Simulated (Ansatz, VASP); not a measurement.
# Y in VASP and in Ansatz

INCAR

```
SYSTEM = Y
PREC = Accurate
ENCUT = 520
EDIFF = 1E-6
ISMEAR = -1
SIGMA = 0.08
LREAL = .FALSE.
LASPH = .TRUE.
NELM = 60
ALGO = Normal
ISIF = 2
LWAVE = .FALSE.
LCHARG = .TRUE.
GGA = PS
LELF = .TRUE.
LVHAR = .TRUE.
NBANDS = 18
```

File KPOINTS:

```
regular mesh
0
G
  10 10 10
  0 0 0
```

Contents of POSCAR:

```
Y
1.0
    0.0000000000      3.2705249396      3.2705249396
    3.2705249396      0.0000000000      3.2705249396
    3.2705249396      3.2705249396      0.0000000000
Y
2
Direct
   -0.1250000000     -0.1250000000     -0.1250000000
    0.1250000000      0.1250000000      0.1250000000
```

Input for Ansatz:

```yaml
crystal:
  lattice:
    - [0.0, 3.2705249396, 3.2705249396]
    - [3.2705249396, 0.0, 3.2705249396]
    - [3.2705249396, 3.2705249396, 0.0]
  atoms:
    - { symbol: "Y", position: [-0.125, -0.125, -0.125] }
    - { symbol: "Y", position: [0.125, 0.125, 0.125] }
kpoints:
  mp_grid: { grid: [10, 10, 10] }
scf:
  occupations: { method: fermi_dirac, width: 0.08 }
hamiltonian:
  xc: pbesol
  pseudopotentials: { kind: all_electron, lapw: { basis_error: 0.001 } }
output:
  forces: true
  stress: true
  eigenvalues: true
  populations: true
```

Change from the starting cell: volume scaled by 0.88, LAPW.

Alike in both runs: task single point; functional PBEsol; k mesh 10 × 10 × 10; occupations fermi-dirac, width 0.08 eV; no spin polarisation.

|  | VASP | Ansatz |
| --- | --- | --- |
| version | VASP 6.6.1 | Ansatz 0.2.0 |
| potentials or method | VASP PAW PBE potentials, release 64 (Y_sv), cutoff 520 eV | all-electron LAPW, scalar-relativistic |

|  | VASP | Ansatz | Ansatz less VASP |
| --- | --- | --- | --- |
| pressure (GPa) | 1.6 | 1.5 | -0.10 |

VASP's potentials were made for PBE, not for PBEsol. Ansatz ran all-electron here, and VASP with PAW potentials.
